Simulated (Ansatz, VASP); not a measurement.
## Al4Fe3Co: VASP beside Ansatz

The input INCAR:

```
ALGO = Normal ; EDIFF = 1E-6
ENCUT = 520 ; GGA = PE
ISIF = 2 ; ISMEAR = 0
ISPIN = 2 ; LASPH = True
LCHARG = False ; LMAXMIX = 4
LORBIT = 11 ; LREAL = False
LWAVE = False ; MAGMOM = 0 0 0 0 0 -0.7 -0.7 -0.7
NBANDS = 36 ; NELM = 150
PREC = Accurate ; SIGMA = 0.1
```

File KPOINTS:

```
k-points
0
Gamma
  4 4 4
```

File POSCAR:

```
Al4Fe3Co
1.0
    4.0598673000      0.0000000000      0.0000000000
    0.0000000000      4.0598673000      0.0000000000
    0.0000000000      0.0000000000      5.7258574000
Al Co Fe
4 1 3
Direct
    0.0000000000      0.5000000000      0.7526180000
    0.0000000000      0.5000000000      0.2473820000
    0.5000000000      0.0000000000      0.7526180000
    0.5000000000      0.0000000000      0.2473820000
    0.5000000000      0.5000000000      0.0000000000
    0.0000000000      0.0000000000      0.0000000000
    0.0000000000      0.0000000000      0.5000000000
    0.5000000000      0.5000000000      0.5000000000
```

Input for Ansatz:

```yaml
crystal:
  lattice:
    - [4.0598673, 0.0, 0.0]
    - [0.0, 4.0598673, 0.0]
    - [0.0, 0.0, 5.7258574]
  atoms:
    - { symbol: Al, position: [0.0, 0.5, 0.752618] }
    - { symbol: Al, position: [0.0, 0.5, 0.247382] }
    - { symbol: Al, position: [0.5, 0.0, 0.752618] }
    - { symbol: Al, position: [0.5, 0.0, 0.247382] }
    - { symbol: Co, position: [0.5, 0.5, 0.0] }
    - { symbol: Fe, position: [0.0, 0.0, 0.0], spin: -0.7 }
    - { symbol: Fe, position: [0.0, 0.0, 0.5], spin: -0.7 }
    - { symbol: Fe, position: [0.5, 0.5, 0.5], spin: -0.7 }
basis:
  ecutwfc: 420
kpoints:
  mp_grid: { grid: [4, 4, 4] }
hamiltonian:
  xc: pbe
scf:
  occupations: { method: gaussian, width: 0.1 }
  lower_state_search: "off"
output:
  forces: true
  stress: true
  eigenvalues: true
  populations: true
magnetization:
  spin_polarized: true
```

Alike in both runs: task single point; functional PBE; k mesh 4 × 4 × 4; occupations gaussian, width 0.1 eV; collinear spin.

|  | VASP | Ansatz |
| --- | --- | --- |
| version | VASP 6.6.1 | Ansatz 0.2.0 |
| potentials or method | VASP PAW PBE potentials, release 64 (Al, Co, Fe), cutoff 520 eV | scalar-relativistic, plane waves, PAW |
| valence electrons in the cell | 45 | 77 |

Ansatz gave:

| Quantity | Value |
| --- | --- |
| gap on the k mesh at the Fermi level (eV) | none |
| pressure (GPa) | 0.1 |
| traceless stress, the component that is largest in VASP (GPa) | 0.63 |
| rms of the force components (eV/Å) | 0.022 |
| net moment per atom (μB) | 0.25 |
| size of the moment on the site where the two differ most (μB) | 0.69 |

Estimate VASP's values.

gap on the k mesh at the Fermi level (eV): none; pressure (GPa): 0.1; traceless stress, the component that is largest in VASP (GPa): 0.63; rms of the force components (eV/Å): 0.021; net moment per atom (μB): 0.25; size of the moment on the site where the two differ most (μB): 0.70.

Site moments also hang on the region over which each program counts them. Atom by atom the forces differ by 0.001 eV/Å (rms over components). A gap of «none» marks a metal or a gap that the smearing closes. VASP's potentials hold 45 valence electrons a cell and Ansatz's 77, so a difference there can come from the potentials and not from the codes.

The k mesh is coarse, so the values compare programs but aren't converged.
